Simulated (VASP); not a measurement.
Write the native input for VASP 6.6.1 that does the following.

```
Task                   : single point
Functional             : PBE
Dispersion             : D3(BJ)
Potentials or basis    : VASP PAW PBE potentials, release 64 (Ca_sv, F, H)
Cutoff                 : 520 eV
k mesh                 : 1 × 2 × 1
Occupations            : fermi-dirac, width 0.05 eV
Spin                   : no spin polarisation
Dipole correction      : no
Further INCAR settings : LREAL = Auto; ALGO = Normal; EDIFF = 1e-06; NBANDS = 110
```

The structure of Ca18HF lies in POSCAR:

```
Ca18HF
1.0
   16.7400000000      0.0000000000      0.0000000000
    0.0000000000      7.8913120000      0.0000000000
    0.0000000000      0.0000000000     18.9456560000
Ca F H
18 1 1
Direct
    0.0000000000      0.0000000000      0.0527825481
    0.3333333333      0.0000000000      0.0527825481
    0.6666666667      0.0000000000      0.0527825481
    0.0000000000      0.5000055758      0.0527825481
    0.3333333333      0.5000055758      0.0527825481
    0.6666666667      0.5000055758      0.0527825481
    0.1666427718      0.2500598126      0.1567958375
    0.5000776583      0.2500217961      0.1567166637
    0.8331600956      0.2497556807      0.1565635943
    0.1666786141      0.7499386667      0.1567905593
    0.5000179211      0.7499766832      0.1566955507
    0.8333034648      0.7502301265      0.1563260728
    0.0002031063      0.0001520660      0.2560481411
    0.3332974910      0.0000126722      0.2561220366
    0.6666666667      0.0010137731      0.2564967927
   -0.0003046595      0.4997901490      0.2567818185
    0.3332795699      0.4999802314      0.2561537062
    0.6666965352      0.4994860170      0.2564704014
    0.8282019116      0.4993086067      0.3886167890
    0.7968458781      0.4076128279      0.3697575845
```

These files were run (other wordings do the same):

INCAR

```
SYSTEM = Ca18HF
PREC     = Accurate       ! precision mode
ENCUT    = 520            ! plane-wave cutoff, eV
EDIFF    = 1E-6           ! SCF threshold, eV
ISMEAR   = -1             ! smearing method
SIGMA    = 0.05           ! smearing width, eV
LREAL    = Auto         
LASPH    = .TRUE.         ! aspherical terms in the spheres
NELM     = 100            ! most SCF steps
ALGO     = Normal         ! electronic algorithm
ISIF     = 2              ! what is computed and relaxed
LWAVE    = .FALSE.        ! write WAVECAR
LCHARG   = .TRUE.         ! write CHGCAR
GGA      = PE             ! functional
IVDW     = 12             ! dispersion correction
LELF     = .TRUE.         ! ELF
LVHAR    = .TRUE.       
NBANDS   = 110            ! bands
```

KPOINTS

```
Automatic mesh
0
G
  1 2 1
  0 0 0
```

Potentials or basis: VASP PAW PBE potentials, release 64 (Ca_sv, F, H).

The run is started by

```sh
$ cat potpaw_PBE.64/Ca_sv/POTCAR potpaw_PBE.64/F/POTCAR potpaw_PBE.64/H/POTCAR > POTCAR
$ mpirun -np 1 vasp_std > vasp.out
```

It gave:

| Property | Result |
| --- | --- |
| Largest force | 0.259 eV/Å |
| Band gap on the k mesh | 0.05 eV |
| Dispersion energy per atom | -0.118 eV |

Run time: 13 min on 1 thread of AMD EPYC 9R45 (Zen 5) (shared host), peak memory 1.8 GiB.
